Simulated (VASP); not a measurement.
**PbS: single point with LDA**

The system is PbS.

```
Pb S
1.0
     2.03749   -5.86899    0.00000
     2.03749    5.86899    0.00000
     0.00000    0.00000    4.19196
Pb S
2 2
Direct
  0.13056 0.86944 0.25000
  0.86944 0.13056 0.75000
  0.35480 0.64520 0.25000
  0.64520 0.35480 0.75000
```

```
Program             : VASP 6.6.1
Task                : single point
Functional          : LDA
Potentials or basis : VASP PAW LDA potentials, release 64 (Pb_d, S)
Cutoff              : 520 eV
k mesh              : 7 × 7 × 6
Occupations         : fermi-dirac, width 0.05 eV
Spin                : no spin polarisation
```

```yaml
Pressure: -0.1 GPa
Largest_force: 0.297 eV/Å
Band_gap_on_the_k_mesh: 0.96 eV (least direct gap 1.26 eV)
```

Forces on the atoms (eV/Å):
```
Pb   0.000  0.297  0.000
Pb   0.000 -0.297  0.000
S    0.000 -0.200  0.000
S    0.000  0.200  0.000
```

Stress tensor (GPa, compression positive):
```
-0.10  0.00  0.00
 0.00  0.27  0.00
 0.00  0.00 -0.41
```

Levels at points of the mesh, in eV from the valence-band top:
```
           k point  band 16  band 17  band 18  band 19  band 20  band 21  band 22  band 23  band 24  band 25
(0.00, 0.00, 0.00)    -3.29    -2.67    -1.89    -1.69    -0.56     4.45     4.73     4.91     5.72     5.93
(0.00, 0.00, 0.50)    -3.06    -1.26    -1.26    -0.09    -0.09     1.67     1.67     2.63     2.63     5.10
```

Run time: 2.2 min on 1 thread of Intel(R) Xeon(R) Platinum 8259CL CPU @ 2.50GHz (Skylake/Cascade Lake), with other jobs on the host, peak memory 0.31 GiB.

Caveat: spin-orbit coupling is left out, which moves the levels of the heavy elements; an odd mesh through Γ misses points on the zone boundary, where band edges can lie.
